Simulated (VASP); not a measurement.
Input of a VASP 6.6.1 run:

File INCAR:

```
PREC = Accurate
ENCUT = 520
EDIFF = 1E-6
ISMEAR = -1
SIGMA = 0.1
LREAL = F
LASPH = T
NELM = 100
ALGO = Normal
ISIF = 2
LWAVE = F
LCHARG = F
NBANDS = 11
```

The input KPOINTS:

```
Automatic mesh
0
Gamma
  13 13 13
```

POSCAR

```
Sr
1.0
    0.0000000000      2.5778589241      2.5778589241
    2.5778589241      0.0000000000      2.5778589241
    2.5778589241      2.5778589241      0.0000000000
Sr
1
Direct
    0.0000000000      0.0000000000      0.0000000000
```

Potentials or basis: VASP PAW LDA potentials, release 64 (Sr_sv).

Launch:

```bash
$ cat potpaw_LDA.64/Sr_sv/POTCAR > POTCAR
$ mpirun -np 1 vasp_std > vasp.out
```

What does it give for the pressure?

8.1 GPa.

Predict the band gap on the k mesh.

zero (band 5 reaches 3.26 eV, above the bottom of band 6 at 3.06 eV).
